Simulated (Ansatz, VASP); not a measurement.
# Te in VASP and in Ansatz

```
Te
1.0
     2.25883    1.30414    1.65644
    -2.25883    1.30414    1.65644
     0.00000   -2.60827    1.65644
Te
1
Direct
  0.50000 0.50000 0.50000
```

Alike in both runs: task single point; functional LDA; k mesh 7 × 7 × 7; occupations fermi-dirac, width 0.15 eV; no spin polarisation.

```csv
,VASP,Ansatz
version,VASP 6.6.1,Ansatz 0.2.0
potentials or method,"VASP PAW LDA potentials, release 64 (Te), cutoff 520 eV","plane waves, PAW"
valence electrons in the cell,6,16
```

```csv
,VASP,Ansatz,Ansatz less VASP
pressure (GPa),2.8,2.6,-0.14
"traceless stress, the component that is largest in VASP (GPa)",-0.36,-0.32,+0.042
```

LDA's correlation is that of Perdew and Zunger in VASP and of Perdew and Wang (1992) in Ansatz. VASP's potentials hold 6 valence electrons a cell and Ansatz's 16, so a difference there can come from the potentials and not from the codes.

Spin-orbit coupling is off throughout.
